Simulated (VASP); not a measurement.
A run of VASP 6.6.1 is set up as follows.

INCAR

```
ALGO = Normal
EDIFF = 1E-7
EDIFFG = -0.01
ENCUT = 600
GGA = PE
IBRION = 2
ISIF = 3
ISMEAR = 0
LASPH = True
LCHARG = False
LREAL = False
LWAVE = False
NELM = 100
NSW = 100
PREC = Accurate
SIGMA = 0.1
```

The input KPOINTS:

```
k-points
0
Gamma
  8 8 6
```

POSCAR

```
TePtSe3
1.0
    5.0228110158      0.0000000000      0.0000000000
    0.0000000000      5.0228110158      0.0000000000
    0.0000000000      0.0000000000      6.3584783058
Te Pt Se
1 1 3
Direct
    0.0000000000      0.0000000000      0.8951123111
    0.5000000000      0.5000000000      0.1377260660
    0.0000000000      0.0000000000      0.5179792735
    0.0000000000      0.5000000000      0.1035143447
    0.5000000000      0.0000000000      0.1035143447
```

Potentials or basis: VASP PAW PBE potentials, release 64 (Te, Pt, Se).

Run with:

```sh
$ cat potpaw_PBE.64/Te/POTCAR potpaw_PBE.64/Pt/POTCAR potpaw_PBE.64/Se/POTCAR > POTCAR
$ mpirun -np 1 vasp_std > vasp.out
```

**Question.** What does it give for the relaxed cell?

**Answer.** a = 4.953 Å, b = 4.953 Å, c = 6.590 Å, α = 90.00°, β = 90.00°, γ = 90.00°.

**Question.** Estimate the band gap on the k mesh.

**Answer.** Zero (bands 17 and 18 overlap by 1.45 eV).

Forces on the atoms (eV/Å):
```
Te   0.000  0.000 -0.009
Pt   0.000  0.000 -0.006
Se   0.000  0.000 -0.004
Se   0.000  0.000  0.009
Se   0.000  0.000  0.009
```

Caveat: spin-orbit coupling is left out, which moves the levels of the heavy elements.
